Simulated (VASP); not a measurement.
Here is a VASP 6.6.1 calculation.

INCAR

```
PREC = Accurate
ENCUT = 520
EDIFF = 1E-7
ISMEAR = 0
SIGMA = 0.01
LREAL = False
LASPH = True
NELM = 100
ALGO = Normal
ISIF = 2
LWAVE = False
LCHARG = False
GGA = PE
NBANDS = 11
```

KPOINTS

```
regular mesh
0
Gamma
  6 6 6
```

The input POSCAR:

```
BeS
1.0
    0.0000000000      2.5073354173      2.3758852603
    2.5073354173      0.0000000000      2.3758852603
    2.5073354173      2.5073354173      0.0000000000
Be S
1 1
Direct
    0.0000000000      0.0000000000      0.0000000000
    0.2500000000      0.2500000000      0.2500000000
```

Potentials or basis: VASP PAW PBE potentials, release 64 (Be, S).

Run with:

```bash
$ cat potpaw_PBE.64/Be/POTCAR potpaw_PBE.64/S/POTCAR > POTCAR
$ mpirun -np 1 vasp_std > vasp.out
```

Question: Estimate the pressure.

Answer: -2.6 GPa.

Question: Predict the band gap on the k mesh.

Answer: 2.80 eV, indirect (least direct gap 5.32 eV).

Stress tensor (GPa, compression positive):
```
-4.19  0.00  0.00
 0.00 -4.19  0.00
 0.00  0.00  0.46
```

Caveat: the cell differs from its parent crystal (epitaxial xy strain +3.0%). A k mesh can miss the band edges.
